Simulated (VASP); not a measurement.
Here is a VASP 6.6.1 calculation.

INCAR

```
SYSTEM = Al3Ga3N2
  ALGO = Normal
  EDIFF = 1E-7
  ENCUT = 520
  GGA = PE
  ISIF = 2
  ISMEAR = 0
  LASPH = .True.
  LCHARG = .False.
  LREAL = .False.
  LWAVE = .False.
  NBANDS = 39
  NELM = 100
  PREC = Accurate
  SIGMA = 0.2
```

File KPOINTS:

```
k-points
0
Gamma
  12 12 2
  0 0 0
```

The input POSCAR:

```
Al3Ga3N2
1.0
    3.0762227030      0.0000000000      0.0000000000
   -1.5381113515      2.6640870085      0.0000000000
    0.0000000000      0.0000000000     14.6189816627
Al Ga N
3 3 2
Direct
    0.3333333333      0.6666666667      0.1752414348
    0.0000000000      0.0000000000      0.3520666915
    0.0000000000      0.0000000000      0.0010099985
    0.3333333333      0.6666666667      0.5188037856
    0.3333333333      0.6666666667      0.8459207413
    0.6666666667      0.3333333333      0.6801379606
    1.0000000000      1.0000000000      0.1334958345
    0.3333333333      0.6666666667      0.3063235533
```

Potentials or basis: VASP PAW PBE potentials, release 64 (Al, Ga_d, N).

Command:

```sh
$ cat potpaw_PBE.64/Al/POTCAR potpaw_PBE.64/Ga_d/POTCAR potpaw_PBE.64/N/POTCAR > POTCAR
$ mpirun -np 1 vasp_std > vasp.out
```

Q: What does it give for the pressure?

A: 0.0 GPa.

Q: What does it give for the largest force?

A: 0.016 eV/Å.

Q: Predict the band gap on the k mesh.

A: Zero (bands 29 and 30 overlap by 2.89 eV).

Forces in eV/Å, atoms in the order of the input:
```
Al   0.000  0.000 -0.002
Al   0.000  0.000 -0.015
Al   0.000  0.000 -0.003
Ga   0.000  0.000 -0.016
Ga   0.000  0.000  0.015
Ga   0.000  0.000  0.008
N    0.000  0.000  0.007
N    0.000  0.000  0.007
```
